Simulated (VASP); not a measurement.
Input of a VASP 6.6.1 run:

The input INCAR:

```
SYSTEM = MgI2
  PREC = Accurate
  ENCUT = 520
  EDIFF = 1E-8
  ISMEAR = -1
  SIGMA = 0.03
  LREAL = .False.
  LASPH = .True.
  NELM = 100
  ALGO = Normal
  ISIF = 2
  LWAVE = .False.
  LCHARG = .False.
  GGA = PS
  LEFG = .True.
  NBANDS = 15
```

File KPOINTS:

```
regular mesh
0
Gamma
  7 7 4
  0 0 0
```

File POSCAR:

```
MgI2
1.0
    4.1258220994      0.0000000000      0.0000000000
   -2.0629110497      3.5730667495      0.0000000000
    0.0000000000      0.0000000000      6.8159449211
Mg I
1 2
Direct
    0.0000000000      0.0000000000      0.0000000000
    0.3333333333      0.6666666667      0.7576300000
    0.6666666667      0.3333333333      0.2423700000
```

Potentials or basis: VASP PAW PBE potentials, release 64 (Mg, I).

Launch:

```bash
$ cat potpaw_PBE.64/Mg/POTCAR potpaw_PBE.64/I/POTCAR > POTCAR
$ mpirun -np 1 vasp_std > vasp.out
```

(1) Estimate the band gap on the k mesh.

(2) Predict the largest force.

(3) What does it give for the pressure?

## Answers

(1) 3.47 eV, indirect (least direct gap 3.65 eV).

(2) 0.061 eV/Å.

(3) 0.4 GPa.

Caveat: without QUAD_EFG the Cq values of the log hold for a quadrupole moment of 1 mb, not for the nuclei; the PAW data sets were made with another functional, which shifts forces and pressure a little; spin-orbit coupling is left out, which moves the levels of the heavy elements; this functional lacks dispersion, which binds the layers, so the pressure and a relaxed spacing across them are unreliable.
